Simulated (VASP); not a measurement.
# CaMg (P4mm) in VASP: a series of runs, part 2 of 2

VASP 6.6.1. Earlier steps stand in the parts before.

**4. Single point, LDA (atoms displaced along a vibrational mode, the cell strained)**

INCAR reads:

```
SYSTEM = CaMg
PREC = Accurate
ENCUT = 520
EDIFF = 1E-6
ISMEAR = 0
SIGMA = 0.15
LREAL = .False.
LASPH = .True.
NELM = 100
ALGO = Normal
ISIF = 2
LWAVE = .False.
LCHARG = .False.
NBANDS = 13
```

KPOINTS reads:

```
Automatic mesh
0
Gamma
  12 12 12
  0 0 0
```

POSCAR reads:

```
CaMg
1.0
    3.7618148612      0.0000000000      0.0000000000
    0.0000000000      3.7618148612      0.0000000000
    0.0000000000      0.0000000000      3.7618148612
Ca Mg
1 1
Direct
    0.0128258732      0.0000000000      0.0000000000
    0.4788506338      0.5000000000      0.5000000000
```

Potentials or basis: VASP PAW LDA potentials, release 64 (Ca_sv, Mg).

The run is started by

```bash
$ cat potpaw_LDA.64/Ca_sv/POTCAR potpaw_LDA.64/Mg/POTCAR > POTCAR
$ mpirun -np 1 vasp_std > vasp.out
```

OUTCAR:

```text
SYSTEM = CaMg
   PREC = Accurate
   ENCUT = 520
   EDIFF = 1E-6
   ISMEAR = 0
   LREAL = .False.
   LASPH = .True.
   NELM = 100
   ISIF = 2

 ion  position               nearest neighbor table
   1  0.013  0.000  0.000-   2 3.19   2 3.19   2 3.19   2 3.19   2 3.33   2 3.33   2 3.33   2 3.33

   2  0.479  0.500  0.500-   1 3.19   1 3.19   1 3.19   1 3.19   1 3.33   1 3.33   1 3.33   1 3.33

  LATTYP: Found a simple cubic cell.
 ALAT       =     3.7618148612

  Lattice vectors:

 A1 = (   3.7618148612,   0.0000000000,   0.0000000000)
 A2 = (   0.0000000000,   3.7618148612,   0.0000000000)
 A3 = (   0.0000000000,   0.0000000000,   3.7618148612)

Analysis of symmetry for initial positions (statically):
=====================================================================
 Subroutine PRICEL returns:
 Original cell was already a primitive cell.

 Routine SETGRP: Setting up the symmetry group for a
 simple cubic supercell.

 Subroutine GETGRP returns: Found  8 space group operations
 (whereof  8 operations were pure point group operations)
 out of a pool of 48 trial point group operations.

The static configuration has the point symmetry C_4v.

Analysis of symmetry for dynamics (positions and initial velocities):
=====================================================================
 Subroutine PRICEL returns:
 Original cell was already a primitive cell.

 Routine SETGRP: Setting up the symmetry group for a
 simple cubic supercell.

 Subroutine GETGRP returns: Found  8 space group operations
 (whereof  8 operations were pure point group operations)
 out of a pool of 48 trial point group operations.

The dynamic configuration has the point symmetry C_4v.

 Subroutine INISYM returns: Found  8 space group operations
 (whereof  8 operations are pure point group operations),
 and found     1 'primitive' translations

----------------------------------------------------------------------------------------

                                     Primitive cell

[... 114 lines left out ...]
   LORBIT       =      0    0 simple, 1 ext, 2 COOP (PROOUT), +10 PAW based schemes
   GGA     = CA    functional components
   LHFCALC =     F    Hartree Fock is set to
   AEXX    =    0.0000 exact exchange contribution
   IVDW    =     0    specifies the selected vdW correction
   LEPSILON=     F    determine dielectric tensor
   LRPA    =     F    only Hartree local field effects (RPA)
 non-spin polarized calculation
 Gauss-broadening in eV      SIGMA  =   0.15
  energy-cutoff  :      520.00
  volume of cell :       53.23
 maximum number of plane-waves:      1472
 NGX is ok and might be reduce to    28
   NGX = 13   NGY = 13   NGZ = 13

 number of electron      11.9999999 magnetization

 Free energy of the ion-electron system (eV)
  ---------------------------------------------------
  ext. energy  EPLUGINS =         0.00000000
  ---------------------------------------------------
  free energy    TOTEN  =        -4.23707329 eV

  energy without entropy =       -4.21747875  energy(sigma->0) =       -4.22727602

 E-fermi :   2.7091     XC(G=0):  -8.9231

 val. band max:        2.7071354120   @ k =   0.3333   0.5000   0.3333
 cond. band min:       2.7110728796   @ k =   0.5000   0.3333   0.3333
 fundamental gap:      0.0039374676
 Fermi energy:         2.7091230306

 k-point     1 :       0.0000    0.0000    0.0000
  band No.  band energies     occupation
      1     -37.9351      2.00000
      2     -19.2182      2.00000
      3     -19.2182      2.00000
      4     -19.2179      2.00000
      5      -2.8019      2.00000
      6       3.5808      0.00000
      7       3.5817      0.00000
      8       6.8416      0.00000
      9       6.8416      0.00000
     10       6.8549      0.00000
     11       7.3867      0.00000
     12       7.3894      0.00000
     13       7.3894      0.00000
[... 354 lines left out ...]
  band No.  band energies     occupation
      1     -37.9277      2.00000
      2     -19.3174      2.00000
      3     -19.2178      2.00000
      4     -19.2087      2.00000
      5      -1.4605      2.00000
      6       1.7376      2.00000
      7       4.1198      0.00000
      8       5.2136      0.00000
      9       5.3883      0.00000
     10       6.8696      0.00000
     11       7.2770      0.00000
     12       9.2038      0.00000
     13       9.7454      0.00000

 [... further k-points ...]
[... 5 lines left out ...]
  --------------------------------------------------------------------------------------
  -------------------------------------------------------------------------------------
  Total        0.7937096      0.8804943      0.8804943      0.0000000      0.0000000     -0.0000000
  in kB       23.8880100     26.4999397     26.4999397      0.0000000      0.0000000     -0.0000000
  external PRESSURE =      25.6292965 kB  Pullay stress =       0.0000000 kB

 VOLUME and BASIS-vectors are now :
 -----------------------------------------------------------------------------
  energy-cutoff  :      520.00
  volume of cell :       53.23
      direct lattice vectors                 reciprocal lattice vectors
     3.761814861  0.000000000  0.000000000     0.265829138  0.000000000  0.000000000
     0.000000000  3.761814861  0.000000000     0.000000000  0.265829138  0.000000000
     0.000000000  0.000000000  3.761814861     0.000000000  0.000000000  0.265829138

 POSITION                                       TOTAL-FORCE (eV/Angst)
 -----------------------------------------------------------------------------------
      0.04825      0.00000      0.00000        -0.393378      0.000000     -0.000000
      1.80135      1.88091      1.88091         0.393378     -0.000000      0.000000
 -----------------------------------------------------------------------------------
    total drift:                                0.000092     -0.000000     -0.000000

  FREE ENERGIE OF THE ION-ELECTRON SYSTEM (eV)
  ---------------------------------------------------
  free  energy   TOTEN  =        -4.2370732942 eV

  energy  without entropy=       -4.2174787513  energy(sigma->0) =       -4.22727602
```

OSZICAR:

```text
N       E                     dE             d eps       ncg     rms          rms(c)
DAV:   1     0.675766451075E+02    0.67577E+02   -0.54739E+03  5096   0.813E+02
DAV:   2    -0.228871192570E+01   -0.69865E+02   -0.68613E+02  5826   0.205E+02
DAV:   3    -0.423405225100E+01   -0.19453E+01   -0.19180E+01  7974   0.305E+01
DAV:   4    -0.431351286199E+01   -0.79461E-01   -0.79332E-01  6236   0.537E+00
DAV:   5    -0.431552721863E+01   -0.20144E-02   -0.20140E-02  7428   0.708E-01    0.257E+00
DAV:   6    -0.425384341652E+01    0.61684E-01   -0.64749E-02  6027   0.209E+00    0.164E+00
DAV:   7    -0.423848266575E+01    0.15361E-01   -0.47938E-02  6390   0.179E+00    0.326E-01
DAV:   8    -0.423709752222E+01    0.13851E-02   -0.47069E-03  6271   0.715E-01    0.308E-02
DAV:   9    -0.423708011655E+01    0.17406E-04   -0.34503E-04  7516   0.118E-01    0.279E-02
DAV:  10    -0.423707356369E+01    0.65529E-05   -0.43114E-05  6091   0.673E-02    0.300E-03
DAV:  11    -0.423707329421E+01    0.26948E-06   -0.24020E-06  6267   0.134E-02
   1 F= -.42370733E+01 E0= -.42272760E+01  d E =-.195945E-01
```

stdout:

```text
POSCAR found type information on POSCAR CaMg
 POSCAR found :  2 types and       2 ions
 scaLAPACK will be used
 LDA part: xc-table for (Slater(with rela. corr.)+CA(PZ))
 , standard interpolation
 POSCAR, INCAR and KPOINTS ok, starting setup
 FFT: planning ... GRIDC
 FFT: planning ... GRID_SOFT
 FFT: planning ... GRID
 WAVECAR not read
 entering main loop
```

Wall time 37 s (1 thread of Intel Xeon 6975P-C (Granite Rapids), shared host); peak memory 0.26 GiB.

What came out:

| Property | Result |
| --- | --- |
| Free energy | -4.2371 eV |
| Pressure | 2.6 GPa |
| Largest force | 0.393 eV/Å |
| Band gap on the k mesh | zero (bands 6 and 7 overlap by 1.34 eV) |

Forces on the atoms (eV/Å):
```
Ca  -0.393  0.000  0.000
Mg   0.393  0.000  0.000
```

Stress tensor (GPa, compression positive):
```
2.39 0.00 0.00
0.00 2.65 0.00
0.00 0.00 2.65
```

Caveat: the cell differs from its parent crystal (atoms displaced along a vibrational mode, the cell strained).

**5. Single point, LDA (atoms displaced along a vibrational mode, the cell strained)**

INCAR reads:

```
ALGO     = Fast           # electronic algorithm
EDIFF    = 1E-7           # SCF threshold, eV
ENCUT    = 520            # plane-wave cutoff, eV
ISIF     = 2              # what is computed and relaxed
ISMEAR   = 0              # smearing method
LASPH    = True           # aspherical terms in the spheres
LCHARG   = False          # write CHGCAR
LREAL    = False          # projectors in reciprocal space
LWAVE    = False          # write WAVECAR
NBANDS   = 13             # bands
NELM     = 100            # most SCF steps
PREC     = Accurate       # precision mode
SIGMA    = 0.15           # smearing width, eV
```

KPOINTS reads:

```
k-points
0
Gamma
  12 12 12
```

POSCAR reads:

```
CaMg
1.0
    3.7618148612      0.0000000000      0.0000000000
    0.0000000000      3.7618148612      0.0000000000
    0.0000000000      0.0000000000      3.7618148612
Ca Mg
1 1
Direct
    0.0213764553      0.0000000000      0.0000000000
    0.4647510564      0.5000000000      0.5000000000
```

Potentials or basis: VASP PAW LDA potentials, release 64 (Ca_sv, Mg).

The run is started by

```bash
$ cat potpaw_LDA.64/Ca_sv/POTCAR potpaw_LDA.64/Mg/POTCAR > POTCAR
$ mpirun -np 1 vasp_std > vasp.out
```

OUTCAR:

```text
EDIFF = 1E-7
   ENCUT = 520
   ISIF = 2
   ISMEAR = 0
   LASPH = True
   LREAL = False
   NELM = 100
   PREC = Accurate

 ion  position               nearest neighbor table
   1  0.021  0.000  0.000-   2 3.14   2 3.14   2 3.14   2 3.14   2 3.39   2 3.39   2 3.39   2 3.39

   2  0.465  0.500  0.500-   1 3.14   1 3.14   1 3.14   1 3.14   1 3.39   1 3.39   1 3.39   1 3.39

  LATTYP: Found a simple cubic cell.
 ALAT       =     3.7618148612

  Lattice vectors:

 A1 = (   3.7618148612,   0.0000000000,   0.0000000000)
 A2 = (   0.0000000000,   3.7618148612,   0.0000000000)
 A3 = (   0.0000000000,   0.0000000000,   3.7618148612)

Analysis of symmetry for initial positions (statically):
=====================================================================
 Subroutine PRICEL returns:
 Original cell was already a primitive cell.

 Routine SETGRP: Setting up the symmetry group for a
 simple cubic supercell.

 Subroutine GETGRP returns: Found  8 space group operations
 (whereof  8 operations were pure point group operations)
 out of a pool of 48 trial point group operations.

The static configuration has the point symmetry C_4v.

Analysis of symmetry for dynamics (positions and initial velocities):
=====================================================================
 Subroutine PRICEL returns:
 Original cell was already a primitive cell.

 Routine SETGRP: Setting up the symmetry group for a
 simple cubic supercell.

 Subroutine GETGRP returns: Found  8 space group operations
 (whereof  8 operations were pure point group operations)
 out of a pool of 48 trial point group operations.

The dynamic configuration has the point symmetry C_4v.

 Subroutine INISYM returns: Found  8 space group operations
 (whereof  8 operations are pure point group operations),
 and found     1 'primitive' translations

[... 115 lines left out ...]
  volume/ion in A,a.u.               =      26.62       179.62
  Fermi-wavevector in a.u.,A,eV,Ry     =   0.996333  1.882796 13.506223  0.992679
  Thomas-Fermi vector in A             =   2.128414
   LORBIT       =      0    0 simple, 1 ext, 2 COOP (PROOUT), +10 PAW based schemes
   GGA     = CA    functional components
   LHFCALC =     F    Hartree Fock is set to
   AEXX    =    0.0000 exact exchange contribution
   IVDW    =     0    specifies the selected vdW correction
   LEPSILON=     F    determine dielectric tensor
   LRPA    =     F    only Hartree local field effects (RPA)
 non-spin polarized calculation
 RMM-DIIS sequential band-by-band and
 Gauss-broadening in eV      SIGMA  =   0.15
  energy-cutoff  :      520.00
  volume of cell :       53.23
 maximum number of plane-waves:      1472
 NGX is ok and might be reduce to    28
   NGX = 13   NGY = 13   NGZ = 13

 number of electron      11.9999999 magnetization

 Free energy of the ion-electron system (eV)
  ---------------------------------------------------
  ext. energy  EPLUGINS =         0.00000000
  ---------------------------------------------------
  free energy    TOTEN  =        -4.19259449 eV

  energy without entropy =       -4.17294829  energy(sigma->0) =       -4.18277139

 E-fermi :   2.7071     XC(G=0):  -8.9201

 val. band max:        2.7042773235   @ k =   0.3333   0.5000   0.3333
 cond. band min:       2.7099566363   @ k =   0.3333   0.4167   0.3333
 fundamental gap:      0.0056793128
 Fermi energy:         2.7071218087

 k-point     1 :       0.0000    0.0000    0.0000
  band No.  band energies     occupation
      1     -37.9364      2.00000
      2     -19.2210      2.00000
      3     -19.2210      2.00000
      4     -19.2201      2.00000
      5      -2.8001      2.00000
      6       3.5641      0.00000
      7       3.5673      0.00000
      8       6.8056      0.00000
      9       6.8056      0.00000
     10       6.8363      0.00000
     11       7.4277      0.00000
     12       7.4302      0.00000
     13       7.4302      0.00000
[... 354 lines left out ...]
  band No.  band energies     occupation
      1     -37.9290      2.00000
      2     -19.3205      2.00000
      3     -19.2200      2.00000
      4     -19.2114      2.00000
      5      -1.4581      2.00000
      6       1.7372      2.00000
      7       4.1047      0.00000
      8       5.2222      0.00000
      9       5.3655      0.00000
     10       6.8606      0.00000
     11       7.2589      0.00000
     12       9.2173      0.00000
     13       9.8185      0.00000

 [... further k-points ...]
[... 5 lines left out ...]
  --------------------------------------------------------------------------------------
  -------------------------------------------------------------------------------------
  Total        0.7703716      1.0116393      1.0116393      0.0000000      0.0000000      0.0000000
  in kB       23.1856146     30.4469663     30.4469663      0.0000000      0.0000000      0.0000000
  external PRESSURE =      28.0265157 kB  Pullay stress =       0.0000000 kB

 VOLUME and BASIS-vectors are now :
 -----------------------------------------------------------------------------
  energy-cutoff  :      520.00
  volume of cell :       53.23
      direct lattice vectors                 reciprocal lattice vectors
     3.761814861  0.000000000  0.000000000     0.265829138  0.000000000  0.000000000
     0.000000000  3.761814861  0.000000000     0.000000000  0.265829138  0.000000000
     0.000000000  0.000000000  3.761814861     0.000000000  0.000000000  0.265829138

 POSITION                                       TOTAL-FORCE (eV/Angst)
 -----------------------------------------------------------------------------------
      0.08041      0.00000      0.00000        -0.649501     -0.000000     -0.000000
      1.74831      1.88091      1.88091         0.649501      0.000000      0.000000
 -----------------------------------------------------------------------------------
    total drift:                                0.000766     -0.000000      0.000000

  FREE ENERGIE OF THE ION-ELECTRON SYSTEM (eV)
  ---------------------------------------------------
  free  energy   TOTEN  =        -4.1925944904 eV

  energy  without entropy=       -4.1729482870  energy(sigma->0) =       -4.18277139
```

stdout:

```text
POSCAR found type information on POSCAR CaMg
 POSCAR found :  2 types and       2 ions
 scaLAPACK will be used
 LDA part: xc-table for (Slater(with rela. corr.)+CA(PZ))
 , standard interpolation
 POSCAR, INCAR and KPOINTS ok, starting setup
 FFT: planning ... GRIDC
 FFT: planning ... GRID_SOFT
 FFT: planning ... GRID
 WAVECAR not read
 entering main loop
WARNING in EDDRMM: call to ZHEGV failed, returncode =   8  4     12
WARNING in EDDRMM: call to ZHEGV failed, returncode =   6  3      6
WARNING in EDDRMM: call to ZHEGV failed, returncode =   6  3      6
WARNING in EDDRMM: call to ZHEGV failed, returncode =   6  3      5
WARNING in EDDRMM: call to ZHEGV failed, returncode =   6  3     10
WARNING in EDDRMM: call to ZHEGV failed, returncode =   6  3      5
WARNING in EDDRMM: call to ZHEGV failed, returncode =   6  3      7
WARNING in EDDRMM: call to ZHEGV failed, returncode =   6  3      7
WARNING in EDDRMM: call to ZHEGV failed, returncode =   6  3      6
 num prob WARNING in EDDRMM: call to ZHEGV failed, returncode =   6  3      5
```

It took 60 s on 1 thread of Intel Xeon 6975P-C (Granite Rapids), shared host; peak memory 0.26 GiB.

What came out:

- Free energy: -4.1926 eV
- Pressure: 2.8 GPa
- Largest force: 0.650 eV/Å
- Band gap on the k mesh: zero (bands 6 and 7 overlap by 1.32 eV)

Forces in eV/Å, atoms in the order of the input:
```
Ca  -0.650  0.000  0.000
Mg   0.650  0.000  0.000
```

Caveat: the cell differs from its parent crystal (atoms displaced along a vibrational mode, the cell strained).

**6. Summary**

```csv
cell,gap on the mesh (eV),pressure (GPa),largest force (eV/Å)
"a = 3.955 Å, 2 atoms, atomic positions A",none,-1.7,0.46
"a = 3.955 Å, 2 atoms, atomic positions B",none,-1.8,0.37
"a = 3.762 Å, 2 atoms, atomic positions C",none,2.6,0.39
"a = 3.762 Å, 2 atoms, atomic positions A",none,2.8,0.65
```

Alike in all rows: task single point; level LDA; potentials or basis VASP PAW LDA potentials, release 64 (Ca_sv, Mg); no spin polarisation; k mesh 12 × 12 × 12; cutoff (eV) 520; smearing gaussian 0.15 eV.

Total energies depend on the potentials used, so only differences within one code and one set of settings carry meaning.
